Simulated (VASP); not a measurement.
# Sb (P6/mmm) in VASP: further runs, part 2 of 2

VASP 6.6.1. The steps go on from the part before.

### Step 5. Relaxation of cell and atoms, PBE

INCAR

```
SYSTEM = Sb
  PREC = Accurate
  ENCUT = 600
  EDIFF = 1E-6
  ISMEAR = 0
  SIGMA = 0.1
  LREAL = .FALSE.
  LASPH = .TRUE.
  NELM = 60
  ALGO = Normal
  ISIF = 3
  LWAVE = .FALSE.
  LCHARG = .FALSE.
  GGA = PE
  IBRION = 2
  NSW = 90
  EDIFFG = -0.04
```

KPOINTS

```
Automatic mesh
0
G
  3 3 4
  0 0 0
```

POSCAR

```
Sb
1.0
    7.0133437500      0.0000000000      0.0000000000
   -3.5066718700      6.0737338500      0.0000000000
    0.0000000000      0.0000000000      5.6108364300
Sb
8
Direct
    0.5000000000      0.0000000000      0.5000000000
    0.0000000000      0.5000000000      0.5000000000
    0.5000000000      0.5000000000      0.5000000000
    0.3333333300      0.6666666700      0.2517303000
    0.3333333300      0.6666666700      0.7482697000
    0.6666666700      0.3333333300      0.7482697000
    0.6666666700      0.3333333300      0.2517303000
    0.0000000000      0.0000000000      0.0000000000
```

The run is started by

```sh
> cat potpaw_PBE.64/Sb/POTCAR > POTCAR
> mpirun -np 1 vasp_std > vasp.out
```

Run time: 12 min. Hardware: 1 thread of Intel Xeon Platinum 8259CL at 2.50GHz (Skylake/Cascade Lake), shared host; peak memory 0.42 GiB.

Results (log left out):

```yaml
Free_energy: -26.5448 eV
Relaxed_volume: 44.85 Å³/atom
Relaxed_cell: a = 7.843 Å, b = 7.843 Å, c = 6.735 Å, α = 90.00°, β = 90.00°, γ = 120.00°
Space_group_after_relaxing_to_0.05_Å: P6/mmm (No. 191)
Energy_gained_by_relaxing: 1759.0 meV/atom
Ionic_steps: 12
Pressure_after_relaxing: 0.0 GPa
Largest_force_after_relaxing: 0.006 eV/Å
Band_gap_on_the_k_mesh: zero (band 20 reaches 3.18 eV, above the bottom of band 21 at 2.97 eV)
```

Forces on the atoms (eV/Å):
```
Sb   0.000  0.000  0.000
Sb   0.000  0.000  0.000
Sb   0.000  0.000  0.000
Sb   0.000  0.000 -0.006
Sb   0.000  0.000  0.006
Sb   0.000  0.000  0.006
Sb   0.000  0.000 -0.006
Sb   0.000  0.000  0.000
```

Stress tensor (GPa, compression positive):
```
-0.01  0.00  0.00
 0.00 -0.01  0.00
 0.00  0.00  0.10
```

Step by step:
```tsv
step	energy change (eV)	largest force (eV/Å)	pressure (GPa)	volume (Å³)
1	0.0000	10.4575	42.44	239.01
2	-6.8154	1.3171	-2.88	629.42
3	-8.6633	1.7353	-3.40	558.06
4	-10.5162	1.9764	-3.59	496.92
5	-13.8254	1.2620	1.07	352.48
6	-13.8203	1.3526	0.66	357.06
7	-14.0281	0.3215	-0.84	369.80
8	-14.0283	0.3465	-0.80	369.29
9	-14.0705	0.0748	-0.05	359.85
10	-14.0711	0.0366	0.05	358.64
11	-14.0711	0.0297	0.07	358.43
12	-14.0720	0.0057	0.02	358.76
```

Final structure:
```yaml
crystal:
  lattice:
    - [7.84269, 0.00000, 0.00000]
    - [-3.92134, 6.79197, 0.00000]
    - [0.00000, 0.00000, 6.73518]
  atoms:
    - { symbol: Sb, position: [0.50000, 0.00000, 0.50000] }
    - { symbol: Sb, position: [0.00000, 0.50000, 0.50000] }
    - { symbol: Sb, position: [0.50000, 0.50000, 0.50000] }
    - { symbol: Sb, position: [0.33333, 0.66667, 0.21405] }
    - { symbol: Sb, position: [0.33333, 0.66667, 0.78595] }
    - { symbol: Sb, position: [0.66667, 0.33333, 0.78595] }
    - { symbol: Sb, position: [0.66667, 0.33333, 0.21405] }
    - { symbol: Sb, position: [0.00000, 0.00000, 0.00000] }
```

Levels at points of the mesh, in eV from the Fermi level:
```csv
k point,band 17,band 18,band 19,band 20,band 21,band 22,band 23,band 24
"(0.00, 0.00, 0.00)",-0.33,-0.33,-0.11,-0.06,-0.06,0.04,0.04,0.77
"(0.00, 0.00, 0.50)",-1.51,-0.34,-0.04,-0.04,0.35,0.35,0.95,0.97
```

Caveat: the volume moved by over 15 % at a fixed basis, so the end points are rough; spin-orbit coupling is left out, which moves the levels of the heavy elements.

### Step 6. Relaxation of cell and atoms, PBE

This run uses another cell than the first one, of 33.21 Å³/atom, 1.112 times its volume.

INCAR

```
PREC = Accurate
ENCUT = 600
EDIFF = 1E-7
ISMEAR = 0
SIGMA = 0.1
LREAL = F
LASPH = T
NELM = 60
ALGO = Normal
ISIF = 3
LWAVE = F
LCHARG = F
GGA = PE
IBRION = 2
NSW = 100
EDIFFG = -0.01
```

KPOINTS

```
regular mesh
0
Gamma
  6 6 4
```

POSCAR

```
Sb
1.0
    5.7942237650      0.0000000000      0.0000000000
   -2.8971118825      5.0179449757      0.0000000000
    0.0000000000      0.0000000000      9.1373182878
Sb
8
Direct
    0.5000000000      0.0000000000      0.5000000000
    0.0000000000      0.5000000000      0.5000000000
    0.5000000000      0.5000000000      0.5000000000
    0.3333333333      0.6666666667      0.1666733435
    0.3333333333      0.6666666667      0.8333266565
    0.6666666667      0.3333333333      0.8333266565
    0.6666666667      0.3333333333      0.1666733435
    0.0000000000      0.0000000000      0.0000000000
```

Potentials or basis: VASP PAW PBE potentials, release 64 (Sb).

The run is started by

```sh
> cat potpaw_PBE.64/Sb/POTCAR > POTCAR
> mpirun -np 1 vasp_std > vasp.out
```

Wall time 18 min (1 thread of Intel Xeon Platinum 8259CL at 2.50GHz (Skylake/Cascade Lake), shared host); peak memory 0.53 GiB.

It converged, with:

```yaml
Free_energy: -29.7856 eV
Relaxed_volume: 33.32 Å³/atom
Relaxed_cell: a = 5.873 Å, b = 5.873 Å, c = 8.925 Å, α = 90.00°, β = 90.00°, γ = 120.00°
Space_group_after_relaxing_to_0.05_Å: P6/mmm (No. 191)
Energy_gained_by_relaxing: 7.3 meV/atom
Ionic_steps: 9
Pressure_after_relaxing: 0.0 GPa
Band_gap_on_the_k_mesh: zero (band 20 reaches 6.52 eV, above the bottom of band 21 at 5.23 eV)
```

Forces in eV/Å, atoms in the order of the input:
```
Sb   0.000  0.000  0.000
Sb   0.000  0.000  0.000
Sb   0.000  0.000  0.000
Sb   0.000  0.000  0.003
Sb   0.000  0.000 -0.003
Sb   0.000  0.000 -0.003
Sb   0.000  0.000  0.003
Sb   0.000  0.000  0.000
```

Step by step:
| step | energy change (eV) | largest force (eV/Å) | pressure (GPa) | volume (Å³) |
| --- | --- | --- | --- | --- |
| 1 | 0.0000 | 0.2295 | 0.17 | 265.67 |
| 2 | -0.0563 | 0.0303 | -0.06 | 266.95 |
| 3 | -0.0580 | 0.0225 | -0.09 | 267.19 |
| 4 | -0.0580 | 0.0290 | -0.09 | 267.22 |
| 5 | -0.0583 | 0.0314 | 0.03 | 266.48 |
| 6 | -0.0583 | 0.0314 | 0.03 | 266.47 |
| 7 | -0.0585 | 0.0196 | 0.02 | 266.47 |
| 8 | -0.0587 | 0.0004 | 0.01 | 266.47 |
| 9 | -0.0588 | 0.0027 | -0.01 | 266.58 |

Final structure:
```xyz
8
Lattice="5.8728 0.0000 0.0000 -2.9364 5.0860 0.0000 0.0000 0.0000 8.9250" Properties=species:S:1:pos:R:3 pbc="T T T"
Sb    0.0000    5.0860    4.4625
Sb   -1.4682    2.5430    4.4625
Sb    1.4682    2.5430    4.4625
Sb    0.0000    3.3907    1.4819
Sb    0.0000    3.3907    7.4431
Sb    2.9364    1.6953    7.4431
Sb    2.9364    1.6953    1.4819
Sb    0.0000    0.0000    8.9250
```

Levels at points of the mesh, in eV from the Fermi level:
| k point | band 16 | band 17 | band 18 | band 19 | band 20 | band 21 | band 22 | band 23 | band 24 | band 25 |
| --- | --- | --- | --- | --- | --- | --- | --- | --- | --- | --- |
| (0.00, 0.00, 0.00) | -2.50 | -2.50 | -2.14 | -2.14 | -0.55 | -0.21 | 0.69 | 0.69 | 1.55 | 1.55 |
| (0.50, 0.00, 0.00) | -1.47 | -1.07 | -0.79 | -0.28 | 0.08 | 0.17 | 0.29 | 0.86 | 1.26 | 1.35 |
| (0.00, 0.00, 0.50) | -2.32 | -1.77 | -1.45 | -1.45 | -0.39 | 0.50 | 0.50 | 0.69 | 1.18 | 1.18 |
| (0.50, 0.00, 0.50) | -0.79 | -0.58 | -0.45 | -0.20 | 0.04 | 0.20 | 1.08 | 1.22 | 1.27 | 1.64 |

Caveat: spin-orbit coupling is left out, which moves the levels of the heavy elements.

### Step 7. The runs side by side

| task | cell | k mesh | cutoff (eV) | gap on the mesh (eV) | pressure (GPa) | relaxed volume (Å³/atom) | largest force (eV/Å) |
| --- | --- | --- | --- | --- | --- | --- | --- |
| single point | a = 7.013, b = 7.013, c = 5.611 Å, angles 90.0, 90.0, 120.0°, 8 atoms | 3 × 3 × 4 | 520 | none | 42.4 | - | 10.46 |
| single point | a = 5.794, b = 5.794, c = 9.137 Å, angles 90.0, 90.0, 120.0°, 8 atoms | 3 × 3 × 4 | 520 | none | 0.0 | - | - |
| single point | a = 5.872, b = 5.872, c = 8.933 Å, angles 90.0, 90.0, 120.0°, 8 atoms | 6 × 6 × 4 | 520 | none | 0.0 | - | 0.01 |
| relaxation of cell and atoms | relaxed from a = 7.013, b = 7.013, c = 5.611 Å, angles 90.0, 90.0, 120.0°, 8 atoms | 3 × 3 × 4 | 600 | none | 0.0 | 44.85 | 0.01 |
| relaxation of cell and atoms | relaxed from a = 5.794, b = 5.794, c = 9.137 Å, angles 90.0, 90.0, 120.0°, 8 atoms | 6 × 6 × 4 | 600 | none | 0.0 | 33.32 | - |

Alike in all rows: level PBE; potentials or basis VASP PAW PBE potentials, release 64 (Sb); no spin polarisation; smearing gaussian 0.1 eV.

Caveats: some runs use coarse meshes; spin-orbit coupling is left out, which moves the levels of the heavy elements; forces of over 1 eV/Å act on the atoms, so gaps and moduli don't describe the material at rest (some runs); the volume moved by over 15 % at a fixed basis, so the end points are rough (some runs).

Absolute energies hang on the potentials; compare differences alone.
